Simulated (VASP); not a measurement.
# PtSe2 (C2/m) in VASP: a series of runs

The runs below take PtSe2 through single point, with PBE.

Program: VASP 6.6.1. These are calculated values, not measurements. Logs are shortened: lines on timing, memory, paths and dates and some standing lists are left out, and cuts for length are marked.

### 1 The cell of the first run

The structure is monoclinic, space group C2/m (No. 12). The conventional cell has a = 6.498 Å, b = 3.949 Å, c = 6.527 Å, α = 90.00°, β = 90.00°, γ = 90.00°. Within 3.3 Å of Pt (site symmetry 2/m) lie 6 Se at 2.53 to 2.60 Å. Se (site symmetry m) has 3 Pt at 2.53 to 2.60 Å and 3 Se at 3.39 to 3.45 Å within 3.5 Å.

### 2 Single point, PBE (strain +0.0525 x Voigt [1, 0, 0, 0, 0, 0])

Input file INCAR:

```
ALGO = Normal ; EDIFF = 1E-7
ENCUT = 520 ; GGA = PE
ISIF = 2 ; ISMEAR = 0
LASPH = True ; LCHARG = False
LREAL = False ; LWAVE = False
NBANDS = 18 ; NELM = 60
PREC = Accurate ; SIGMA = 0.05
```

Input file KPOINTS:

```
k-points
0
Gamma
  12 12 4
```

Input file POSCAR:

```
PtSe2
1.0
    3.9486242905      0.0000000000      0.0000000000
   -1.9743121453      3.2490346276      0.0000000000
    0.0000000000      0.0000000000      6.5268785481
Pt Se
1 2
Direct
    0.0000000000      0.0000000000      0.0000000000
    0.3333333333      0.6666666667      0.2001869949
    0.6666666667      0.3333333333      0.7998130051
```

Potentials or basis: VASP PAW PBE potentials, release 64 (Pt, Se).

The run is started by

```console
$ cat potpaw_PBE.64/Pt/POTCAR potpaw_PBE.64/Se/POTCAR > POTCAR
$ mpirun -np 1 vasp_std > vasp.out
```

OUTCAR:

```text
EDIFF = 1E-7
   ENCUT = 520
   GGA = PE
   ISIF = 2
   ISMEAR = 0
   LASPH = True
   LREAL = False
   NELM = 60
   PREC = Accurate

 ion  position               nearest neighbor table
   1  0.000  0.000  0.000-   2 2.53   3 2.53   3 2.60   2 2.60   3 2.60   2 2.60
   2  0.333  0.667  0.200-   1 2.53   1 2.60   1 2.60
   3  0.667  0.333  0.800-   1 2.53   1 2.60   1 2.60

  Warning from LATTYP: Monoclinic adjustment (A1->A3, A2->A1, A3->A2)!
  LATTYP: Found a base centered orthorhombic cell.
 ALAT       =     3.9486242905
 B/A-ratio  =     1.6456539739
 C/A-ratio  =     1.6529500069

  Lattice vectors:

 A1 = (   1.9743121453,  -3.2490346276,   0.0000000000)
 A2 = (   1.9743121452,   3.2490346276,   0.0000000000)
 A3 = (   0.0000000000,   0.0000000000,   6.5268785481)

Analysis of symmetry for initial positions (statically):
=====================================================================
 Subroutine PRICEL returns:
 Original cell was already a primitive cell.

 Routine SETGRP: Setting up the symmetry group for a
 base centered orthorhombic supercell.

 Subroutine GETGRP returns: Found  4 space group operations
 (whereof  4 operations were pure point group operations)
 out of a pool of  8 trial point group operations.

The static configuration has the point symmetry C_2h.

Analysis of symmetry for dynamics (positions and initial velocities):
=====================================================================
 Subroutine PRICEL returns:
 Original cell was already a primitive cell.

 Routine SETGRP: Setting up the symmetry group for a
 base centered orthorhombic supercell.

 Subroutine GETGRP returns: Found  4 space group operations
 (whereof  4 operations were pure point group operations)
 out of a pool of  8 trial point group operations.

The dynamic configuration has the point symmetry C_2h.

 Subroutine INISYM returns: Found  4 space group operations
 (whereof  4 operations are pure point group operations),
 and found     1 'primitive' translations

----------------------------------------------------------------------------------------

                                     Primitive cell

  volume of cell :      83.7347

  direct lattice vectors                    reciprocal lattice vectors
     3.948624291  0.000000000  0.000000000     0.253252760  0.153891866  0.000000000
    -1.974312145  3.249034628  0.000000000     0.000000000  0.307783731  0.000000000
     0.000000000  0.000000000  6.526878548     0.000000000  0.000000000  0.153212595

  length of vectors
     3.948624291  3.801859342  6.526878548     0.296343832  0.307783731  0.153212595

  position of ions in fractional coordinates (direct lattice)
     0.000000000  0.000000000  0.000000000
     0.333333333  0.666666667  0.200186995
     0.666666667  0.333333333  0.799813005

  ion indices of the primitive-cell ions
   primitive index   ion index
                 1           1
                 2           2
                 3           3

----------------------------------------------------------------------------------------

 KPOINTS: k-points

Automatic generation of k-mesh.
 Grid dimensions read from file:
 generate k-points for:   12   12    4

 Generating k-lattice:

  Cartesian coordinates                     Fractional coordinates (reciprocal lattice)
     0.021104397  0.012824322  0.000000000     0.083333333 -0.000000000  0.000000000
     0.000000000  0.025648644  0.000000000     0.000000000  0.083333333  0.000000000
     0.000000000  0.000000000  0.038303149     0.000000000  0.000000000  0.250000000

  Length of vectors
     0.024695319  0.025648644  0.038303149

  Shift w.r.t. Gamma in fractional coordinates (k-lattice)
     0.000000000  0.000000000  0.000000000

 Subroutine IBZKPT returns following result:
 ===========================================

 Found    164 irreducible k-points:

 Following reciprocal coordinates:
            Coordinates               Weight
  0.000000  0.000000  0.000000      1.000000
  0.083333  0.000000  0.000000      4.000000
  0.166667  0.000000  0.000000      4.000000
  0.250000  0.000000  0.000000      4.000000
  0.333333  0.000000  0.000000      4.000000
  0.416667  0.000000  0.000000      4.000000
[... 16 lines left out ...]
  0.333333  0.166667  0.000000      4.000000
  0.416667  0.166667  0.000000      4.000000
 [... further k-points ...]
   k-points           NKPTS =    164   k-points in BZ     NKDIM =    164   number of bands    NBANDS=     18
   number of dos      NEDOS =    301   number of ions     NIONS =      3
   total plane-waves  NPLWV =  42000
   dimension x,y,z NGX =    30 NGY =   28 NGZ =   50
   dimension x,y,z NGXF=    60 NGYF=   56 NGZF=  100
   ions per type =               1   2
   NGX,Y,Z   is equivalent  to a cutoff of  12.63, 12.24, 12.74 a.u.
   NGXF,Y,Z  is equivalent  to a cutoff of  25.26, 24.49, 25.47 a.u.
 SYSTEM =  unknown system
   PREC   = accura    normal or accurate (medium, high low for compatibility)
   ISTART =      0    job   : 0-new  1-cont  2-samecut
   ICHARG =      2    charge: 1-file 2-atom 10-const
   ISPIN  =      1    spin polarized calculation?
   LNONCOLLINEAR =      F non collinear calculations
   LSORBIT =      F    spin-orbit coupling
   LASPH  =      T    aspherical Exc in radial PAW
   ENCUT  =  520.0 eV  38.22 Ry    6.18 a.u.   7.34  7.07 12.14*2*pi/ulx,y,z
   NELM   =     60;   NELMIN=  2; NELMDL= -5     # of ELM steps
   EDIFF  = 0.1E-06   stopping-criterion for ELM
   LREAL  =      F    real-space projection
   EDIFFG = 0.1E-05   stopping-criterion for IOM
   NSW    =      0    number of steps for IOM
   IBRION =     -1    ionic relax: 0-MD 1-quasi-New 2-CG
   NFREE  =      0    steps in history (QN), initial steepest desc. (CG)
   ISIF   =      2    stress and relaxation
   ISYM   =      2    0-nonsym 1-usesym 2-fastsym
   POTIM  = 0.5000    time-step for ionic-motion
   TEBEG  =    0.0;   TEEND  =   0.0 temperature during run
   PSTRESS=    0.0 pullay stress
   NELECT =      22.0000    total number of electrons
   NUPDOWN=      -1.0000    fix difference up-down
   EMIN   =  10.00;   EMAX   =-10.00  energy-range for DOS
   EFERMI =   0.00;   METHOD = LEGACY
   ISMEAR =     0;   SIGMA  =   0.05  broadening in eV -4-tet -1-fermi 0-gaus
   EFERMI_NEDOS =   21; number of points for ismear=-14 and -15
   IALGO  =     38    algorithm
   IMIX   =      4    mixing-type and parameters
     AMIX     =   0.40;   BMIX     =  1.00
     AMIX_MAG =   1.60;   BMIX_MAG =  1.00
  volume/ion in A,a.u.               =      27.91       188.36
  Fermi-wavevector in a.u.,A,eV,Ry     =   1.048529  1.981433 14.958426  1.099413
  Thomas-Fermi vector in A             =   2.183454
   LORBIT       =      0    0 simple, 1 ext, 2 COOP (PROOUT), +10 PAW based schemes
   GGA     = PE    functional components
   LHFCALC =     F    Hartree Fock is set to
   AEXX    =    0.0000 exact exchange contribution
   IVDW    =     0    specifies the selected vdW correction
   LEPSILON=     F    determine dielectric tensor
   LRPA    =     F    only Hartree local field effects (RPA)
 non-spin polarized calculation
 Gauss-broadening in eV      SIGMA  =   0.05
  energy-cutoff  :      520.00
  volume of cell :       83.73
 maximum number of plane-waves:      2284
 NGX is ok and might be reduce to    30
   NGX = 15   NGY = 15   NGZ = 25

 number of electron      21.9999998 magnetization

 Free energy of the ion-electron system (eV)
  ---------------------------------------------------
  ext. energy  EPLUGINS =         0.00000000
  ---------------------------------------------------
  free energy    TOTEN  =       -14.19615168 eV

  energy without entropy =      -14.19615168  energy(sigma->0) =      -14.19615168

 E-fermi :   2.8756     XC(G=0):  -8.7522

 val. band max:        2.6413903583   @ k =   0.0000   0.1667   0.0000
 cond. band min:       3.2700951510   @ k =  -0.2500   0.0000   0.2500
 fundamental gap:      0.6287047927
 Fermi energy:         2.8756185507

 k-point     1 :       0.0000    0.0000    0.0000
  band No.  band energies     occupation
      1     -11.3091      2.00000
      2      -9.6412      2.00000
      3      -2.4964      2.00000
      4      -2.4431      2.00000
      5      -2.4210      2.00000
      6      -0.3473      2.00000
[... 10 lines left out ...]
     17      10.8813      0.00000
     18      11.3153      0.00000

 k-point     2 :       0.0833    0.0000    0.0000
  band No.  band energies     occupation
      1     -11.2478      2.00000
      2      -9.6493      2.00000
      3      -2.4481      2.00000
      4      -2.4138      2.00000
      5      -2.3868      2.00000
      6      -0.4289      2.00000
[... 10 lines left out ...]
     17      10.9278      0.00000
     18      11.6132      0.00000

 k-point     3 :       0.1667    0.0000    0.0000
  band No.  band energies     occupation
      1     -11.0718      2.00000
      2      -9.6734      2.00000
      3      -2.4174      2.00000
      4      -2.2811      2.00000
      5      -2.2311      2.00000
      6      -0.7545      2.00000
[... 10 lines left out ...]
     17      11.4922      0.00000
     18      11.7727      0.00000

 k-point     4 :       0.2500    0.0000    0.0000
  band No.  band energies     occupation
      1     -10.8066      2.00000
      2      -9.7127      2.00000
      3      -2.4132      2.00000
      4      -2.1470      2.00000
      5      -1.9820      2.00000
      6      -1.2453      2.00000
[... 375 lines left out ...]
      4      -2.0583      2.00000
      5      -1.7922      2.00000
      6      -1.0971      2.00000
[... 10 lines left out ...]
     17      10.7567      0.00000
     18      11.3919      0.00000

 k-point    23 :       0.3333    0.1667    0.0000
  band No.  band energies     occupation
      1     -10.0762      2.00000
      2      -9.8625      2.00000
      3      -2.9343      2.00000
      4      -2.0413      2.00000
      5      -1.5540      2.00000
      6      -0.9395      2.00000
[... 10 lines left out ...]
     17      10.9833      0.00000
     18      11.7820      0.00000

 k-point    24 :       0.4167    0.1667    0.0000
  band No.  band energies     occupation
      1      -9.9781      2.00000
      2      -9.9035      2.00000
      3      -3.0412      2.00000
      4      -2.0882      2.00000
      5      -1.3656      2.00000
      6      -0.9536      2.00000
[... 10 lines left out ...]
     17      11.5174      0.00000
     18      11.9282      0.00000

 [... further k-points ...]

------------------------ aborting loop because EDIFF is reached ----------------------------------------

  FORCE on cell =-STRESS in cart. coord.  units (eV):
  Direction    XX          YY          ZZ          XY          YZ          ZX
  --------------------------------------------------------------------------------------
  -------------------------------------------------------------------------------------
  Total       -4.0366575     -1.4694304     -1.3701360      0.0000000      0.5491616     -0.0000000
  in kB      -77.2372487    -28.1160255    -26.2161290      0.0000000     10.5076368     -0.0000000
  external PRESSURE =     -43.8564677 kB  Pullay stress =       0.0000000 kB

 VOLUME and BASIS-vectors are now :
 -----------------------------------------------------------------------------
  energy-cutoff  :      520.00
  volume of cell :       83.73
      direct lattice vectors                 reciprocal lattice vectors
     3.948624291  0.000000000  0.000000000     0.253252760  0.153891866  0.000000000
    -1.974312145  3.249034628  0.000000000     0.000000000  0.307783731  0.000000000
     0.000000000  0.000000000  6.526878548     0.000000000  0.000000000  0.153212595

 POSITION                                       TOTAL-FORCE (eV/Angst)
 -----------------------------------------------------------------------------------
      0.00000      0.00000      0.00000        -0.000000      0.000000      0.000000
     -0.00000      2.16602      1.30660        -0.000000      0.206829     -0.500975
      1.97431      1.08301      5.22028         0.000000     -0.206829      0.500975
 -----------------------------------------------------------------------------------
    total drift:                               -0.000000      0.000000      0.000000

  FREE ENERGIE OF THE ION-ELECTRON SYSTEM (eV)
  ---------------------------------------------------
  free  energy   TOTEN  =       -14.1961516766 eV

  energy  without entropy=      -14.1961516766  energy(sigma->0) =      -14.19615168
```

Run time: 5.6 min. Hardware: 1 thread of Intel Xeon 8259CL, shared host; peak memory 0.38 GiB.

What came out:

| Item | Value |
| --- | --- |
| Free energy | -14.1962 eV |
| Pressure | -4.4 GPa |
| Largest force | 0.542 eV/Å |
| Band gap on the k mesh | 0.63 eV (least direct gap 0.82 eV) |

Forces in eV/Å, atoms in the order of the input:
```
Pt   0.000  0.000  0.000
Se   0.000  0.207 -0.501
Se   0.000 -0.207  0.501
```

Caveat: the cell differs from its parent crystal (strain +0.0525 x Voigt [1, 0, 0, 0, 0, 0]); the stress differs along the axes, from -8 to -3 GPa; spin-orbit coupling is left out, which moves the levels of the heavy elements; this functional lacks dispersion, which binds layers or chains, so the pressure and a relaxed spacing across them are unreliable.

### 3 Single point, PBE (strain +0.0600 x Voigt [1, 0, 0, 0, 0, 0])

Input file INCAR:

```
SYSTEM = PtSe2
PREC = Accurate
ENCUT = 520
EDIFF = 1E-6
ISMEAR = 0
SIGMA = 0.05
LREAL = .False.
LASPH = .True.
NELM = 80
ALGO = Normal
ISIF = 2
LWAVE = .False.
LCHARG = .False.
GGA = PE
NBANDS = 18
```

Input file KPOINTS:

```
Automatic mesh
0
Gamma
  12 12 4
  0 0 0
```

Input file POSCAR:

```
PtSe2
1.0
    3.9767617557      0.0000000000      0.0000000000
   -1.9883808779      3.2490346276      0.0000000000
    0.0000000000      0.0000000000      6.5268785481
Pt Se
1 2
Direct
    0.0000000000      0.0000000000      0.0000000000
    0.3333333333      0.6666666667      0.2001869949
    0.6666666667      0.3333333333      0.7998130051
```

Potentials or basis: VASP PAW PBE potentials, release 64 (Pt, Se).

The run is started by

```console
$ cat potpaw_PBE.64/Pt/POTCAR potpaw_PBE.64/Se/POTCAR > POTCAR
$ mpirun -np 1 vasp_std > vasp.out
```

Wall time 5 min (1 thread of Intel Xeon 8259CL, shared host); peak memory 0.38 GiB.

The run converged. Its results:

```yaml
Free_energy: -14.1658 eV
Pressure: -4.9 GPa
Largest_force: 0.601 eV/Å
Band_gap_on_the_k_mesh: 0.59 eV (least direct gap 0.78 eV)
```

Forces on the atoms (eV/Å):
```
Pt   0.000  0.000  0.000
Se   0.000  0.224 -0.557
Se   0.000 -0.224  0.557
```

Stress tensor (GPa, compression positive):
```
-8.59  0.00  0.00
 0.00 -3.11  1.13
 0.00  1.13 -2.88
```

Levels at points of the mesh, in eV from the valence-band top:
| k point | band 8 | band 9 | band 10 | band 11 | band 12 | band 13 | band 14 | band 15 |
| --- | --- | --- | --- | --- | --- | --- | --- | --- |
| (0.00, 0.00, 0.00) | -1.60 | -0.56 | -0.44 | -0.18 | 2.16 | 2.27 | 3.74 | 4.97 |
| (0.50, 0.00, 0.00) | -2.39 | -2.21 | -2.03 | -1.81 | 1.50 | 2.26 | 4.51 | 6.07 |
| (0.00, 0.50, 0.00) | -2.49 | -2.45 | -2.06 | -1.69 | 1.74 | 2.03 | 4.10 | 5.62 |
| (0.00, 0.00, 0.50) | -1.37 | -1.32 | -0.59 | -0.37 | 2.22 | 2.35 | 5.08 | 5.19 |
| (0.50, 0.00, 0.50) | -2.42 | -2.26 | -1.97 | -1.35 | 1.62 | 2.14 | 4.26 | 5.70 |
| (0.00, 0.50, 0.50) | -2.50 | -2.39 | -2.10 | -1.27 | 1.84 | 1.87 | 4.04 | 5.49 |

Caveat: the cell differs from its parent crystal (strain +0.0600 x Voigt [1, 0, 0, 0, 0, 0]); the stress differs along the axes, from -9 to -3 GPa; spin-orbit coupling is left out, which moves the levels of the heavy elements; this functional lacks dispersion, which binds layers or chains, so the pressure and a relaxed spacing across them are unreliable. A k mesh can miss the band edges.
